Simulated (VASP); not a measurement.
Input of a VASP 6.6.1 run:

Contents of INCAR:

```
PREC     = Accurate       # precision mode
ENCUT    = 600            # plane-wave cutoff, eV
EDIFF    = 1E-6           # SCF threshold, eV
ISMEAR   = 0              # smearing method
SIGMA    = 0.1            # smearing width, eV
LREAL    = F              # projectors in reciprocal space
LASPH    = T              # aspherical terms in the spheres
NELM     = 100            # most SCF steps
ALGO     = Normal         # electronic algorithm
ISIF     = 3              # what is computed and relaxed
LWAVE    = F              # write WAVECAR
LCHARG   = F              # write CHGCAR
GGA      = PE             # functional
IBRION   = 2              # ionic algorithm
NSW      = 100            # ionic steps
EDIFFG   = -0.005         # ionic threshold
```

Contents of KPOINTS:

```
Automatic mesh
0
Gamma
  18 18 14
```

File POSCAR:

```
TiB2
1.0
    3.0291982016      0.0000000000      0.0000000000
   -1.5145991008      2.6233625957      0.0000000000
    0.0000000000      0.0000000000      3.2284000000
Ti B
1 2
Direct
    0.0000000000      0.0000000000      0.0000000000
    0.3333333333      0.6666666667      0.5000000000
    0.6666666667      0.3333333333      0.5000000000
```

Potentials or basis: VASP PAW PBE potentials, release 64 (Ti_sv, B).

The run is started by

```bash
$ cat potpaw_PBE.64/Ti_sv/POTCAR potpaw_PBE.64/B/POTCAR > POTCAR
$ mpirun -np 1 vasp_std > vasp.out
```

Predict the relaxed volume.

8.56 Å³/atom.

What does it give for the space group after relaxing (to 0.05 Å)?

P6/mmm (No. 191).

Final structure:
```
Ti B
1.0
     3.03236    0.00000    0.00000
    -1.51618    2.62610    0.00000
     0.00000    0.00000    3.22485
Ti B
1 2
Direct
  0.00000 0.00000 0.00000
  0.33333 0.66667 0.50000
  0.66667 0.33333 0.50000
```
